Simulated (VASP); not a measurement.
# Ga2O3 (C2/m) in VASP: single point with PBE

Aim: the single point of Ga2O3 with PBE.

Everything below comes from runs of VASP 6.6.1. Logs are shortened: lines on timing, memory, paths and dates and some standing lists are left out, and cuts for length are marked.

### Step 1. The cell of the first run

The structure is monoclinic, space group C2/m (No. 12). The conventional cell has a = 12.454 Å, b = 3.083 Å, c = 5.878 Å, α = 90.00°, β = 103.70°, γ = 90.00°. Ga (site symmetry m) has 6 O at 1.97 to 2.11 Å within 2.6 Å. Ga (site symmetry m) has 4 O at 1.86 to 1.90 Å within 2.5 Å. O (site symmetry m) has 3 Ga at 1.86 to 1.97 Å within 2.5 Å. O (site symmetry m) has 4 Ga at 1.90 to 2.11 Å within 2.5 Å. Within 2.5 Å of O (site symmetry m) lie 3 Ga at 1.86 to 1.97 Å.

### Step 2. Single point, PBE

Contents of INCAR:

```
PREC     = Accurate       # precision mode
ENCUT    = 520            # plane-wave cutoff, eV
EDIFF    = 1E-7           # SCF threshold, eV
ISMEAR   = 0              # smearing method
SIGMA    = 0.01           # smearing width, eV
LREAL    = Auto         
LASPH    = T              # aspherical terms in the spheres
NELM     = 80             # most SCF steps
ALGO     = Normal         # electronic algorithm
ISIF     = 2              # what is computed and relaxed
LWAVE    = F              # write WAVECAR
LCHARG   = F              # write CHGCAR
GGA      = PE             # functional
NBANDS   = 104            # bands
```

Contents of KPOINTS:

```
Automatic mesh
0
Gamma
  2 2 2
  0.5 0.5 0.5
```

Contents of POSCAR:

```
Ga2O3
1.0
    0.0000000000      6.1665861326      0.0000000000
    6.2270969509      1.5416465331      0.0062237377
    1.3979837197      3.0832930663     -5.7089372637
Ga O
8 12
Direct
    0.6721631923      0.6829939266      0.3141766520
    0.1721631923      0.6829939266      0.3141766520
    0.3278368077      0.3170060734      0.6858233480
    0.8278368077      0.3170060734      0.6858233480
    0.1475992839      0.8201473951      0.7947277347
    0.6475992839      0.8201473951      0.7947277347
    0.8524007161      0.1798526049      0.2052722653
    0.3524007161      0.1798526049      0.2052722653
    0.6196680793      0.0079505931      0.2566885449
    0.1196680793      0.0079505931      0.2566885449
    0.3803319207      0.9920494069      0.7433114551
    0.8803319207      0.9920494069      0.7433114551
    0.3046805201      0.6526094323      0.5643342437
    0.8046805201      0.6526094323      0.5643342437
    0.6953194799      0.3473905677      0.4356657563
    0.1953194799      0.3473905677      0.4356657563
    0.4728463946      0.3270182628      0.8907980793
    0.9728463946      0.3270182628      0.8907980793
    0.5271536054      0.6729817372      0.1092019207
    0.0271536054      0.6729817372      0.1092019207
```

Potentials or basis: VASP PAW PBE potentials, release 64 (Ga_d, O).

Command:

```sh
> cat potpaw_PBE.64/Ga_d/POTCAR potpaw_PBE.64/O/POTCAR > POTCAR
> mpirun -np 1 vasp_std > vasp.out
```

OUTCAR:

```text
PREC = Accurate
   ENCUT = 520
   EDIFF = 1E-7
   ISMEAR = 0
   LREAL = Auto
   LASPH = T
   NELM = 80
   ISIF = 2
   GGA = PE

 ion  position               nearest neighbor table
   1  0.672  0.683  0.314-  19 1.97  20 1.97   9 1.97  15 2.04  13 2.11  14 2.11
   2  0.172  0.683  0.314-  20 1.97  19 1.97  10 1.97  16 2.04  14 2.11  13 2.11
   3  0.328  0.317  0.686-  17 1.97  18 1.97  11 1.97  13 2.04  15 2.11  16 2.11
   4  0.828  0.317  0.686-  18 1.97  17 1.97  12 1.97  14 2.04  16 2.11  15 2.11
   5  0.148  0.820  0.795-  20 1.86  11 1.86  12 1.86  13 1.90
   6  0.648  0.820  0.795-  19 1.86  12 1.86  11 1.86  14 1.90
   7  0.852  0.180  0.205-  18 1.86   9 1.86  10 1.86  15 1.90
   8  0.352  0.180  0.205-  17 1.86  10 1.86   9 1.86  16 1.90
   9  0.620  0.008  0.257-   7 1.86   8 1.86   1 1.97
  10  0.120  0.008  0.257-   8 1.86   7 1.86   2 1.97
  11  0.380  0.992  0.743-   5 1.86   6 1.86   3 1.97
  12  0.880  0.992  0.743-   6 1.86   5 1.86   4 1.97
  13  0.305  0.653  0.564-   5 1.90   3 2.04   1 2.11   2 2.11
  14  0.805  0.653  0.564-   6 1.90   4 2.04   2 2.11   1 2.11
  15  0.695  0.347  0.436-   7 1.90   1 2.04   3 2.11   4 2.11
  16  0.195  0.347  0.436-   8 1.90   2 2.04   4 2.11   3 2.11
  17  0.473  0.327  0.891-   8 1.86   3 1.97   4 1.97
  18  0.973  0.327  0.891-   7 1.86   4 1.97   3 1.97
  19  0.527  0.673  0.109-   6 1.86   1 1.97   2 1.97
  20  0.027  0.673  0.109-   5 1.86   2 1.97   1 1.97

  LATTYP: Found a triclinic cell.
 ALAT       =     9.6456970109
 B/A-ratio  =     1.0974326152
 C/A-ratio  =     1.1361869576
 COS(alpha) =     0.0037586443
 COS(beta)  =     0.5437147833
 COS(gamma) =     0.8181102103

  Lattice vectors:

 A1 = (  -7.6250806706,   1.5416465332,   5.7027135260)
 A2 = (  -7.6250806706,  -4.6249395994,   5.7027135260)
 A3 = (  -1.3979837197,   9.2498791989,   5.7089372637)

Analysis of symmetry for initial positions (statically):
=====================================================================
 Subroutine PRICEL returns following result:

  LATTYP: Found a base centered monoclinic cell.
 ALAT       =    12.4542001222
 B/A-ratio  =     0.2475705413
 C/A-ratio  =     0.4719381390
 COS(beta)  =    -0.2368780314

  Lattice vectors:

 A1 = (  -6.2270969509,  -1.5416465331,  -0.0062237377)
 A2 = (  -6.2270969509,   1.5416465332,  -0.0062237377)
[... 135 lines left out ...]
   EDIFFG = 0.1E-05   stopping-criterion for IOM
   NSW    =      0    number of steps for IOM
   IBRION =     -1    ionic relax: 0-MD 1-quasi-New 2-CG
   NFREE  =      0    steps in history (QN), initial steepest desc. (CG)
   ISIF   =      2    stress and relaxation
   ISYM   =      2    0-nonsym 1-usesym 2-fastsym
   POTIM  = 0.5000    time-step for ionic-motion
   TEBEG  =    0.0;   TEEND  =   0.0 temperature during run
   PSTRESS=    0.0 pullay stress
   NELECT =     176.0000    total number of electrons
   NUPDOWN=      -1.0000    fix difference up-down
   EMIN   =  10.00;   EMAX   =-10.00  energy-range for DOS
   EFERMI =   0.00;   METHOD = LEGACY
   ISMEAR =     0;   SIGMA  =   0.01  broadening in eV -4-tet -1-fermi 0-gaus
   EFERMI_NEDOS =   21; number of points for ismear=-14 and -15
   IALGO  =     38    algorithm
   IMIX   =      4    mixing-type and parameters
     AMIX     =   0.40;   BMIX     =  1.00
     AMIX_MAG =   1.60;   BMIX_MAG =  1.00
  volume/ion in A,a.u.               =      10.96        73.99
  Fermi-wavevector in a.u.,A,eV,Ry     =   1.521417  2.875062 31.493556  2.314711
  Thomas-Fermi vector in A             =   2.630135
   LORBIT       =      0    0 simple, 1 ext, 2 COOP (PROOUT), +10 PAW based schemes
   GGA     = PE    functional components
   LHFCALC =     F    Hartree Fock is set to
   AEXX    =    0.0000 exact exchange contribution
   IVDW    =     0    specifies the selected vdW correction
   LEPSILON=     F    determine dielectric tensor
   LRPA    =     F    only Hartree local field effects (RPA)
 non-spin polarized calculation
 Gauss-broadening in eV      SIGMA  =   0.01
  energy-cutoff  :      520.00
  volume of cell :      219.28
 maximum number of plane-waves:      5913
 NGX is ok and might be reduce to    48
   NGX = 23   NGY = 23   NGZ = 25

 number of electron     175.9999992 magnetization

 Free energy of the ion-electron system (eV)
  ---------------------------------------------------
  ext. energy  EPLUGINS =         0.00000000
  ---------------------------------------------------
  free energy    TOTEN  =      -119.39659357 eV

  energy without entropy =     -119.39659357  energy(sigma->0) =     -119.39659357

 E-fermi :   3.4805     XC(G=0): -11.3745

 val. band max:        3.3752538456   @ k =  -0.2500   0.2500   0.2500
 cond. band min:       6.6704486372   @ k =   0.2500   0.2500   0.2500
 fundamental gap:      3.2951947916
 Fermi energy:         3.4805252834

 k-point     1 :       0.2500    0.2500    0.2500
  band No.  band energies     occupation
      1     -15.0215      2.00000
      2     -14.1937      2.00000
      3     -14.1669      2.00000
      4     -14.1083      2.00000
      5     -14.0999      2.00000
      6     -13.9317      2.00000
[... 401 lines left out ...]
     99      11.8932      0.00000
    100      12.3376      0.00000
 [bands above 100 left out]

------------------------ aborting loop because EDIFF is reached ----------------------------------------

  FORCE on cell =-STRESS in cart. coord.  units (eV):
  Direction    XX          YY          ZZ          XY          YZ          ZX
  --------------------------------------------------------------------------------------
  -------------------------------------------------------------------------------------
  Total        0.9190685      0.8291210      0.8772298     -0.0255266     -0.0111402      0.0495251
  in kB        6.7153163      6.0581008      6.4096153     -0.1865140     -0.0813977      0.3618625
  external PRESSURE =       6.3943441 kB  Pullay stress =       0.0000000 kB

 VOLUME and BASIS-vectors are now :
 -----------------------------------------------------------------------------
  energy-cutoff  :      520.00
  volume of cell :      219.28
      direct lattice vectors                 reciprocal lattice vectors
     0.000000000  6.166586133  0.000000000    -0.040224809  0.162164280  0.077731871
     6.227096951  1.541646533  0.006223738     0.160549181  0.000000000  0.039314697
     1.397983720  3.083293066 -5.708937264     0.000175027  0.000000000 -0.175121090

 POSITION                                       TOTAL-FORCE (eV/Angst)
 -----------------------------------------------------------------------------------
      4.69228      6.16659     -1.78936         0.012039      0.000296      0.000703
      4.69228      3.08329     -1.78936         0.012039      0.000296      0.000703
      2.93280      4.62494     -3.91335        -0.012039     -0.000296     -0.000703
      2.93280      7.70823     -3.91335        -0.012039     -0.000296     -0.000703
      6.21815      4.62494     -4.53195        -0.001746     -0.000595     -0.007171
      6.21815      7.70823     -4.53195        -0.001746     -0.000595     -0.007171
[... 12 lines left out ...]
      4.34339      4.62494     -0.61924        -0.018873     -0.001782      0.016856
      4.34339      1.54165     -0.61924        -0.018873     -0.001782      0.016856
 -----------------------------------------------------------------------------------
    total drift:                                0.000000     -0.000000      0.000000

  FREE ENERGIE OF THE ION-ELECTRON SYSTEM (eV)
  ---------------------------------------------------
  free  energy   TOTEN  =      -119.3965935746 eV

  energy  without entropy=     -119.3965935746  energy(sigma->0) =     -119.39659357
```

stdout:

```text
POSCAR found type information on POSCAR GaO
 POSCAR found :  2 types and      20 ions
 scaLAPACK will be used
 LDA part: xc-table for (Slater+PW92), standard interpolation
 POSCAR, INCAR and KPOINTS ok, starting setup
 FFT: planning ... GRIDC
 FFT: planning ... GRID_SOFT
 FFT: planning ... GRID
 WAVECAR not read
 entering main loop
```

Wall time 9.4 min (1 thread of AMD EPYC 7R43 (Zen 3), shared host); peak memory 0.31 GiB.

Results:

```
Free energy            : -119.3966 eV
Pressure               : 0.6 GPa
Largest force          : 0.025 eV/Å
Band gap on the k mesh : 3.30 eV
```

Forces in eV/Å, atoms in the order of the input:
```
Ga   0.012  0.000  0.001
Ga   0.012  0.000  0.001
Ga  -0.012  0.000 -0.001
Ga  -0.012  0.000 -0.001
Ga  -0.002 -0.001 -0.007
Ga  -0.002 -0.001 -0.007
Ga   0.002  0.001  0.007
Ga   0.002  0.001  0.007
O   -0.004 -0.001 -0.008
O   -0.004 -0.001 -0.008
O    0.004  0.001  0.008
O    0.004  0.001  0.008
O    0.009  0.004  0.004
O    0.009  0.004  0.004
O   -0.009 -0.004 -0.004
O   -0.009 -0.004 -0.004
O    0.019  0.002 -0.017
O    0.019  0.002 -0.017
O   -0.019 -0.002  0.017
O   -0.019 -0.002  0.017
```

Levels at points of the mesh, in eV from the valence-band top:
```
           k point  band 85  band 86  band 87  band 88  band 89  band 90  band 91  band 92
(0.25, 0.25, 0.25)    -0.56    -0.36    -0.28    -0.05     3.30     5.66     6.24     6.48
```

Caveat: the k points lie up to 0.58 Å⁻¹ apart; a shifted mesh leaves out Γ, where band edges can lie.
